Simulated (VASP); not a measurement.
Input of a VASP 6.6.1 run:

Contents of INCAR:

```
SYSTEM = SiGe4W
  ALGO = Normal
  EDIFF = 1E-6
  EDIFFG = -0.04
  ENCUT = 600
  GGA = PE
  IBRION = 2
  ISIF = 3
  ISMEAR = 0
  LASPH = .True.
  LCHARG = .False.
  LREAL = .False.
  LWAVE = .False.
  NELM = 60
  NSW = 90
  PREC = Accurate
  SIGMA = 0.1
```

Contents of KPOINTS:

```
k-points
0
Gamma
  4 4 4
  0 0 0
```

POSCAR

```
SiGe4W
1.0
    3.8382813800      0.0000000000      0.0000000000
    0.0000000000      3.8382813800      0.0000000000
    0.0000000000      0.0000000000      6.7460226700
Si Ge W
1 4 1
Direct
    0.5000000000      0.5000000000      0.5000000000
    0.5000000000      0.0000000000      0.0000000000
    0.0000000000      0.5000000000      0.0000000000
    0.0000000000      0.0000000000      0.2737000000
    0.0000000000      0.0000000000      0.7263000000
    0.0000000000      0.0000000000      0.0000000000
```

Potentials or basis: VASP PAW PBE potentials, release 64 (Si, Ge_d, W_sv).

Launch:

```bash
$ cat potpaw_PBE.64/Si/POTCAR potpaw_PBE.64/Ge_d/POTCAR potpaw_PBE.64/W_sv/POTCAR > POTCAR
$ mpirun -np 1 vasp_std > vasp.out
```

Q: What does it give for the band gap on the k mesh?

A: Zero (bands 37 and 38 overlap by 0.68 eV).

Q: What does it give for the relaxed cell?

A: a = 4.792 Å, b = 4.792 Å, c = 7.228 Å, α = 90.00°, β = 90.00°, γ = 90.00°.

Final structure:
```
Si Ge W
1.0
     4.79195    0.00000    0.00000
     0.00000    4.79195    0.00000
     0.00000    0.00000    7.22751
Si Ge W
1 4 1
Cartesian
  2.3960 2.3960 3.6138
  2.3960 0.0000 0.0000
  0.0000 2.3960 0.0000
  0.0000 0.0000 2.4560
  0.0000 0.0000 4.7715
  0.0000 0.0000 0.0000
```

Caveat: the k points lie up to 0.33 Å⁻¹ apart in the final cell, too coarse for converged energies and pressures of a metal; spin-orbit coupling is left out, which moves the levels of the heavy elements.
